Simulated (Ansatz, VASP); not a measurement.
**Two plane-wave programs on Re**

```
CELL_PARAMETERS angstrom
0.00000 1.97500 1.81700
1.97500 0.00000 1.81700
1.97500 1.97500 0.00000
ATOMIC_POSITIONS crystal
Re 0.00000 0.00000 0.00000
```

Change from the starting cell: strain +0.000 along x and y, -0.080 along z, atoms carried along.

Alike in both runs: task single point; functional PBEsol; k mesh 20 × 20 × 20; occupations gaussian, width 0.15 eV; no spin polarisation.

|  | VASP | Ansatz |
| --- | --- | --- |
| version | VASP 6.6.1 | Ansatz 0.2.0 |
| potentials or method | VASP PAW PBE potentials, release 64 (Re), cutoff 520 eV | scalar-relativistic, plane waves, PAW |
| valence electrons in the cell | 7 | 15 |

Ansatz gave:

- gap on the k mesh at the Fermi level (eV): none
- pressure (GPa): 13.3
- traceless stress, the component that is largest in VASP (GPa): 14.19

Problem. Which values does VASP return?

Solution. gap on the k mesh at the Fermi level (eV): none; pressure (GPa): 13.6; traceless stress, the component that is largest in VASP (GPa): 14.16.

VASP's potentials were made for PBE, not for PBEsol. A gap of «none» marks a metal or a gap that the smearing closes. VASP's potentials hold 7 valence electrons a cell and Ansatz's 15, so a difference there can come from the potentials and not from the codes.

Neither program's run includes spin-orbit coupling.
